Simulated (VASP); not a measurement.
# MgZn2S3 (P3m1) in VASP: relaxation of cell and atoms with PBE

Aim: the relaxation of cell and atoms of MgZn2S3 with PBE.

All numbers are computed with VASP 6.6.1; they aren't measurements. Logs are shortened: lines on timing, memory, paths and dates and some standing lists are left out, and cuts for length are marked.

## (1) The cell of the first run

The structure is trigonal, space group P3m1 (No. 156). Conventional cell: a = 3.906 Å, b = 3.906 Å, c = 9.590 Å, α = 90.00°, β = 90.00°, γ = 120.00°. Mg (site symmetry 3m) has 4 S at 2.42 to 2.47 Å within 3.2 Å. Zn (site symmetry 3m) has 4 S at 2.36 to 2.38 Å within 3.1 Å. Within 3.1 Å of Zn (site symmetry 3m) lie 4 S at 2.36 to 2.38 Å. Within 3.1 Å of S (site symmetry 3m) lie 1 Zn at 2.36 Å and 3 Mg at 2.42 Å. S (site symmetry 3m) has 4 Zn at 2.36 to 2.38 Å within 3.1 Å. S (site symmetry 3m) has 3 Zn at 2.38 Å and 1 Mg at 2.47 Å within 3.1 Å.

## (2) Relaxation of cell and atoms, PBE

Contents of INCAR:

```
SYSTEM = MgZn2S3
  ALGO = Normal
  EDIFF = 1E-7
  EDIFFG = -0.01
  ENCUT = 600
  GGA = PE
  IBRION = 2
  ISIF = 3
  ISMEAR = 0
  LASPH = .TRUE.
  LCHARG = .FALSE.
  LREAL = .FALSE.
  LWAVE = .FALSE.
  NELM = 100
  NSW = 100
  PREC = Accurate
  SIGMA = 0.02
```

Contents of KPOINTS:

```
k-points
0
G
  12 12 4
  0 0 0
```

Contents of POSCAR:

```
MgZn2S3
1.0
    3.9060775023      0.0000000000      0.0000000000
   -1.9530387512      3.3827623462      0.0000000000
    0.0000000000      0.0000000000      9.5900728610
Mg Zn S
1 2 3
Direct
    0.0000000000      0.0000000000      0.9999788456
    0.6666666667      0.3333333333      0.3374333232
    0.3333333333      0.6666666667      0.6620687374
    0.6666666667      0.3333333333      0.0916445098
    0.3333333333      0.6666666667      0.4164420335
    0.0000000000      0.0000000000      0.7424325505
```

Potentials or basis: VASP PAW PBE potentials, release 64 (Mg, Zn, S).

Started as:

```sh
$ cat potpaw_PBE.64/Mg/POTCAR potpaw_PBE.64/Zn/POTCAR potpaw_PBE.64/S/POTCAR > POTCAR
$ mpirun -np 1 vasp_std > vasp.out
```

OUTCAR:

```text
SYSTEM = MgZn2S3
   EDIFF = 1E-7
   EDIFFG = -0.01
   ENCUT = 600
   GGA = PE
   IBRION = 2
   ISIF = 3
   ISMEAR = 0
   LASPH = .TRUE.
   LREAL = .FALSE.
   NELM = 100
   NSW = 100
   PREC = Accurate

 ion  position               nearest neighbor table
   1  0.000  0.000  1.000-   4 2.42   4 2.42   4 2.42   6 2.47
   2  0.667  0.333  0.337-   4 2.36   5 2.38   5 2.38   5 2.38
   3  0.333  0.667  0.662-   5 2.36   6 2.38   6 2.38   6 2.38
   4  0.667  0.333  0.092-   2 2.36   1 2.42   1 2.42   1 2.42
   5  0.333  0.667  0.416-   3 2.36   2 2.38   2 2.38   2 2.38
   6  0.000  0.000  0.742-   3 2.38   3 2.38   3 2.38   1 2.47

  LATTYP: Found a hexagonal cell.
 ALAT       =     3.9060775023
 C/A-ratio  =     2.4551670711

  Lattice vectors:

 A1 = (   3.9060775023,   0.0000000000,   0.0000000000)
 A2 = (  -1.9530387512,   3.3827623462,   0.0000000000)
 A3 = (   0.0000000000,   0.0000000000,   9.5900728610)

Analysis of symmetry for initial positions (statically):
=====================================================================
 Subroutine PRICEL returns:
 Original cell was already a primitive cell.

 Routine SETGRP: Setting up the symmetry group for a
 hexagonal supercell.

 Subroutine GETGRP returns: Found  6 space group operations
 (whereof  6 operations were pure point group operations)
 out of a pool of 24 trial point group operations.

The static configuration has the point symmetry C_3v.

Analysis of symmetry for dynamics (positions and initial velocities):
=====================================================================
 Subroutine PRICEL returns:
 Original cell was already a primitive cell.

 Routine SETGRP: Setting up the symmetry group for a
 hexagonal supercell.

 Subroutine GETGRP returns: Found  6 space group operations
 (whereof  6 operations were pure point group operations)
 out of a pool of 24 trial point group operations.

The dynamic configuration has the point symmetry C_3v.

 Subroutine INISYM returns: Found  6 space group operations
 (whereof  6 operations are pure point group operations),
 and found     1 'primitive' translations

[... 165 lines left out ...]
  energy-cutoff  :      600.00
  volume of cell :      126.72
      direct lattice vectors                 reciprocal lattice vectors
     3.906077502  0.000000000  0.000000000     0.256011305  0.147808196  0.000000000
    -1.953038751  3.382762346  0.000000000     0.000000000  0.295616392  0.000000000
     0.000000000  0.000000000  9.590072861     0.000000000  0.000000000  0.104274495

 POSITION                                       TOTAL-FORCE (eV/Angst)
 -----------------------------------------------------------------------------------
      0.00000      0.00000      9.58987        -0.000000      0.000000      0.005967
      1.95304      1.12759      3.23601         0.000000     -0.000000     -0.005403
     -0.00000      2.25517      6.34929         0.000000      0.000000     -0.002208
      1.95304      1.12759      0.87888        -0.000000      0.000000     -0.019414
     -0.00000      2.25517      3.99371        -0.000000      0.000000      0.005284
      0.00000      0.00000      7.11998        -0.000000      0.000000      0.015774
 -----------------------------------------------------------------------------------
    total drift:                               -0.000000      0.000001     -0.001050

  FREE ENERGIE OF THE ION-ELECTRON SYSTEM (eV)
  ---------------------------------------------------
  free  energy   TOTEN  =       -22.1123894831 eV

  energy  without entropy=      -22.1123894831  energy(sigma->0) =      -22.11238948

--------------------------------------- Ionic step        2  -------------------------------------------

 number of electron      43.9999993 magnetization

 Free energy of the ion-electron system (eV)
  ---------------------------------------------------
  ext. energy  EPLUGINS =         0.00000000
  ---------------------------------------------------
  free energy    TOTEN  =       -22.11243016 eV

  energy without entropy =      -22.11243016  energy(sigma->0) =      -22.11243016

 E-fermi :   1.7307     XC(G=0):  -9.0924

 val. band max:        1.6171851462   @ k =   0.0000   0.0000   0.0000
 cond. band min:       3.8471702834   @ k =   0.0000   0.0000   0.0000
 fundamental gap:      2.2299851372
 Fermi energy:         1.7306822208

 k-point     1 :       0.0000    0.0000    0.0000
  band No.  band energies     occupation
      1     -10.8699      2.00000
      2     -10.3253      2.00000
      3     -10.0458      2.00000
      4      -4.3385      2.00000
      5      -4.3385      2.00000
      6      -4.3127      2.00000
[... 685 lines left out ...]
     25       6.7434      0.00000
     26       7.6339      0.00000

 [... further k-points ...]

------------------------ aborting loop because EDIFF is reached ----------------------------------------

  FORCE on cell =-STRESS in cart. coord.  units (eV):
  Direction    XX          YY          ZZ          XY          YZ          ZX
  --------------------------------------------------------------------------------------
  -------------------------------------------------------------------------------------
  Total       -0.0045508     -0.0045508     -0.0050427      0.0000000      0.0000000     -0.0000000
  in kB       -0.0574822     -0.0574822     -0.0636955      0.0000000      0.0000000     -0.0000000
  external PRESSURE =      -0.0595533 kB  Pullay stress =       0.0000000 kB

 VOLUME and BASIS-vectors are now :
 -----------------------------------------------------------------------------
  energy-cutoff  :      600.00
  volume of cell :      126.84
      direct lattice vectors                 reciprocal lattice vectors
     3.907258276 -0.000000000  0.000000000     0.255933939  0.147763528  0.000000000
    -1.953629138  3.383784926 -0.000000000     0.000000000  0.295527057 -0.000000000
    -0.000000000  0.000000000  9.593750625     0.000000000  0.000000000  0.104234521

 POSITION                                       TOTAL-FORCE (eV/Angst)
 -----------------------------------------------------------------------------------
      3.90726     -0.00000      0.00009        -0.000000      0.000000      0.004036
      1.95363      1.12793      3.23699         0.000000     -0.000000     -0.008071
     -0.00000      2.25586      6.35162        -0.000000     -0.000000      0.001376
      1.95363      1.12793      0.87828         0.000000     -0.000000     -0.009299
     -0.00000      2.25586      3.99550        -0.000000      0.000000      0.002163
      3.90726     -0.00000      7.12347        -0.000000      0.000000      0.009796
 -----------------------------------------------------------------------------------
    total drift:                               -0.000000      0.000001     -0.001258

  FREE ENERGIE OF THE ION-ELECTRON SYSTEM (eV)
  ---------------------------------------------------
  free  energy   TOTEN  =       -22.1124301627 eV

  energy  without entropy=      -22.1124301627  energy(sigma->0) =      -22.11243016

 reached required accuracy - stopping structural energy minimisation
```

OSZICAR:

```text
N       E                     dE             d eps       ncg     rms          rms(c)
DAV:   1     0.323947183686E+03    0.32395E+03   -0.21994E+04  3596   0.198E+03
[... 18 lines left out ...]
DAV:   1    -0.221128024512E+02   -0.41298E-03   -0.79534E-03  4398   0.128E+00    0.147E-01
DAV:   2    -0.221124825446E+02    0.31991E-03   -0.16952E-03  4334   0.811E-01    0.572E-02
DAV:   3    -0.221124461871E+02    0.36358E-04   -0.10297E-04  4142   0.654E-02    0.295E-02
DAV:   4    -0.221124328681E+02    0.13319E-04   -0.11302E-05  4234   0.213E-02    0.140E-02
DAV:   5    -0.221124306330E+02    0.22351E-05   -0.16440E-06  5138   0.244E-02    0.530E-03
DAV:   6    -0.221124301546E+02    0.47845E-06   -0.10091E-06  3938   0.817E-03    0.203E-03
DAV:   7    -0.221124301627E+02   -0.81382E-08   -0.64378E-08  2012   0.280E-03
   2 F= -.22112430E+02 E0= -.22112430E+02  d E =-.406797E-04
```

It took 3.9 min on 1 thread of Intel Xeon 6975P-C (Granite Rapids), shared host; peak memory 0.46 GiB.

What came out:

| Quantity | Value |
| --- | --- |
| Free energy | -22.1124 eV |
| Relaxed volume | 21.14 Å³/atom |
| Relaxed cell | a = 3.907 Å, b = 3.907 Å, c = 9.594 Å, α = 90.00°, β = 90.00°, γ = 120.00° |
| Space group after relaxing (to 0.1 Å) | P3m1 (No. 156) |
| Energy gained by relaxing | 0.0 meV/atom |
| Ionic steps | 2 |
| Pressure after relaxing | 0.0 GPa |
| Largest force after relaxing | 0.010 eV/Å |
| Band gap on the k mesh | 2.23 eV |

Forces on the atoms (eV/Å):
```
Mg   0.000  0.000  0.004
Zn   0.000  0.000 -0.008
Zn   0.000  0.000  0.001
S    0.000  0.000 -0.009
S    0.000  0.000  0.002
S    0.000  0.000  0.010
```

Final structure:
```yaml
crystal:
  lattice:
    - [3.90726, 0.00000, 0.00000]
    - [-1.95363, 3.38378, 0.00000]
    - [0.00000, 0.00000, 9.59375]
  atoms:
    - { symbol: Mg, position: [0.00000, 0.00000, 0.00001] }
    - { symbol: Zn, position: [0.66667, 0.33333, 0.33741] }
    - { symbol: Zn, position: [0.33333, 0.66667, 0.66206] }
    - { symbol: S, position: [0.66667, 0.33333, 0.09155] }
    - { symbol: S, position: [0.33333, 0.66667, 0.41647] }
    - { symbol: S, position: [0.00000, 0.00000, 0.74251] }
```

A k mesh can miss the band edges.
